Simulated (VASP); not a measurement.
Wanted: the native input for a VASP 6.6.1 run.

```
Task                   : single point
Functional             : PBEsol
Potentials or basis    : VASP PAW PBE potentials, release 64 (O, Zn, Mg)
Cutoff                 : 520 eV
k mesh                 : 1 × 1 × 1, shifted
Occupations            : fermi-dirac, width 0.05 eV
Spin                   : no spin polarisation
Dipole correction      : no
Further INCAR settings : LREAL = Auto; ALGO = Normal; EDIFF = 1e-06; NBANDS = 266; ISYM = 0
```

The structure of Mg3Zn5O8 lies in POSCAR:

```
Mg3Zn5O8
1.0
    8.4943679407      0.0000000000      0.0000000000
    0.0000000000      8.4943679407      0.0000000000
    0.0000000000      0.0000000000      8.4943679407
O Zn Mg
32 20 12
Direct
    0.2501290000      0.0009650000      0.0002080000
    0.2485250000      0.0022770000      0.4992360000
    0.2478590000      0.5005740000      0.0028610000
    0.2499470000      0.4980840000      0.4977630000
    0.7500760000      0.0023670000      0.0001460000
    0.7519710000      0.0026860000      0.4995120000
    0.7513270000      0.4984990000      0.0002390000
    0.7498870000      0.4984960000      0.4993100000
    0.9998740000      0.2531420000      0.9996040000
    0.9997270000      0.2471300000      0.4998730000
    0.0020470000      0.7486010000      0.9969660000
    0.0004320000      0.7521660000      0.5019950000
    0.4999490000      0.2503310000      0.9994770000
    0.5001150000      0.2502390000      0.5000830000
    0.4980160000      0.7505060000      0.9970080000
    0.5002770000      0.7507410000      0.5015920000
    0.0004330000      0.0018730000      0.2515680000
    0.9997640000      0.9997350000      0.7472030000
    0.0020120000      0.4987270000      0.2479900000
    0.0000390000      0.5008930000      0.7518150000
    0.5001190000      0.0000960000      0.2497510000
    0.5001750000      0.9984620000      0.7492530000
    0.4985450000      0.5009250000      0.2499340000
    0.5000840000      0.5024520000      0.7497300000
    0.2479770000      0.2532320000      0.2499690000
    0.2478390000      0.2504050000      0.7498570000
    0.2501140000      0.7485090000      0.2477290000
    0.2505400000      0.7505430000      0.7521230000
    0.7519110000      0.2505590000      0.2498320000
    0.7520720000      0.2506110000      0.7499830000
    0.7500590000      0.7505330000      0.2494750000
    0.7498740000      0.7503610000      0.7496360000
    0.9999330000      0.0009180000      0.9994540000
    0.0001480000      0.4994220000      0.4996450000
    0.5002000000      0.0000590000      0.9995210000
    0.5002860000      0.0001230000      0.4995670000
    0.4995340000      0.5009870000      0.9998480000
    0.5000590000      0.5007310000      0.4999230000
    0.2501720000      0.7503260000      0.4999730000
    0.7500360000      0.7505690000      0.9995850000
    0.7502440000      0.7502620000      0.4994530000
    0.2501260000      0.0008680000      0.2499790000
    0.2499110000      0.0002000000      0.7495120000
    0.2497520000      0.5007650000      0.7506970000
    0.7501450000      0.0005230000      0.2498590000
    0.7502170000      0.0005150000      0.7493820000
    0.7501250000      0.5003940000      0.2496850000
    0.7500840000      0.5003570000      0.7499510000
    0.0002190000      0.7501610000      0.2493980000
    0.4997610000      0.2505900000      0.2497730000
    0.5000100000      0.2504260000      0.7497760000
    0.5003080000      0.7506330000      0.2496030000
    0.0000440000      0.9991240000      0.4990330000
    0.9992740000      0.5012190000      0.0000980000
    0.2510380000      0.2501310000      0.9996980000
    0.2512410000      0.2502490000      0.5002820000
    0.2504070000      0.7515810000      0.0002350000
    0.7485410000      0.2501900000      0.9998260000
    0.7487580000      0.2506540000      0.4997280000
    0.2507930000      0.5013760000      0.2506620000
    0.9998060000      0.2501400000      0.2497510000
    0.9998910000      0.2502700000      0.7496810000
    0.9996230000      0.7502960000      0.7492780000
    0.5006330000      0.7504780000      0.7491410000
```

These files were run (other wordings do the same):

INCAR

```
SYSTEM = Mg3Zn5O8
PREC     = Accurate       ! precision mode
ENCUT    = 520            ! plane-wave cutoff, eV
EDIFF    = 1E-6           ! SCF threshold, eV
ISMEAR   = -1             ! smearing method
SIGMA    = 0.05           ! smearing width, eV
LREAL    = Auto         
LASPH    = .True.         ! aspherical terms in the spheres
NELM     = 60             ! most SCF steps
ALGO     = Normal         ! electronic algorithm
ISIF     = 2              ! what is computed and relaxed
LWAVE    = .False.        ! write WAVECAR
LCHARG   = .True.         ! write CHGCAR
GGA      = PS             ! functional
LELF     = .True.         ! ELF
LVHAR    = .True.       
ISYM     = 0            
NBANDS   = 266            ! bands
```

KPOINTS

```
Automatic mesh
0
Gamma
  1 1 1
  0.25 0.25 0.25
```

Potentials or basis: VASP PAW PBE potentials, release 64 (O, Zn, Mg).

Command:

```bash
$ cat potpaw_PBE.64/O/POTCAR potpaw_PBE.64/Zn/POTCAR potpaw_PBE.64/Mg/POTCAR > POTCAR
$ mpirun -np 1 vasp_std > vasp.out
```

Results of the run:

The pressure is 0.6 GPa and the largest force is 0.089 eV/Å. The band gap on the k mesh is 2.97 eV.

Caveat: the PAW data sets were made with another functional, which shifts forces and pressure a little; a shifted mesh leaves out Γ, where band edges can lie.

Run time: 49 min on 1 thread of AMD EPYC 7R13 (shared host), peak memory 0.81 GiB.
